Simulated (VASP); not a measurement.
Here is a VASP 6.6.1 calculation.

The input INCAR:

```
PREC = Accurate
ENCUT = 520
EDIFF = 1E-7
ISMEAR = 0
SIGMA = 0.1
LREAL = F
LASPH = T
NELM = 60
ALGO = Normal
ISIF = 2
LWAVE = F
LCHARG = T
GGA = PE
LELF = T
LVHAR = T
NBANDS = 61
```

Contents of KPOINTS:

```
regular mesh
0
Gamma
  12 12 2
```

POSCAR

```
Si2Ge3
1.0
    2.8978162911      0.0000000000      0.0000000000
   -1.4489081455      2.5095825236      0.0000000000
    0.0000000000      0.0000000000     24.1330675101
Si Ge
4 6
Direct
    0.3333333333      0.6666666667      0.6851473871
    0.3333333333      0.6666666667      0.3148526129
    0.6666666667      0.3333333333      0.4000861035
    0.6666666667      0.3333333333      0.5999138965
    0.3333333333      0.6666666667      0.8917773319
    0.3333333333      0.6666666667      0.1082226681
    0.3333333333      0.6666666667      0.5000000000
    0.6666666667      0.3333333333      0.7827707071
    0.6666666667      0.3333333333      0.0000000000
    0.6666666667      0.3333333333      0.2172292929
```

Potentials or basis: VASP PAW PBE potentials, release 64 (Si, Ge_d).

Command:

```sh
$ cat potpaw_PBE.64/Si/POTCAR potpaw_PBE.64/Ge_d/POTCAR > POTCAR
$ mpirun -np 1 vasp_std > vasp.out
```

Question: Estimate the band gap on the k mesh.

Answer: Zero (bands 50 and 51 overlap by 9.09 eV).

Question: Estimate the pressure.

Answer: 0.0 GPa.

Question: Predict the largest force.

Answer: 0.008 eV/Å.

Forces in eV/Å, atoms in the order of the input:
```
Si   0.000  0.000 -0.008
Si   0.000  0.000  0.008
Si   0.000  0.000 -0.007
Si   0.000  0.000  0.007
Ge   0.000  0.000  0.003
Ge   0.000  0.000 -0.003
Ge   0.000  0.000  0.000
Ge   0.000  0.000 -0.002
Ge   0.000  0.000  0.000
Ge   0.000  0.000  0.002
```
